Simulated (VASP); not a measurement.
Here is a VASP 6.6.1 calculation.

File INCAR:

```
PREC = Accurate ; ENCUT = 500
EDIFF = 1E-6 ; ISMEAR = -1
SIGMA = 0.02 ; LREAL = False
LASPH = True ; NELM = 120
ALGO = Normal ; ISIF = 2
LWAVE = False ; LCHARG = True
GGA = PE ; LELF = True
LVHAR = True ; NBANDS = 16
GGA_COMPAT = False
```

File KPOINTS:

```
regular mesh
0
Gamma
  8 8 8
```

The input POSCAR:

```
GaP
1.0
    0.0000000000      2.6981452958      2.7489810509
    2.6981452958      0.0000000000      2.7489810509
    2.6981452958      2.6981452958      0.0000000000
Ga P
1 1
Direct
    0.0000000000      0.0000000000      0.0000000000
    0.2500000000      0.2500000000      0.2500000000
```

Potentials or basis: VASP PAW PBE potentials, release 64 (Ga_d, P).

Launch:

```bash
$ cat potpaw_PBE.64/Ga_d/POTCAR potpaw_PBE.64/P/POTCAR > POTCAR
$ mpirun -np 1 vasp_std > vasp.out
```

(1) What does it give for the pressure?

(2) Predict the band gap on the k mesh.

Results:

(1) 3.4 GPa.

(2) 1.53 eV, indirect (least direct gap 1.88 eV).

Caveat: the cell differs from its parent crystal (epitaxial xy strain -1.0%).
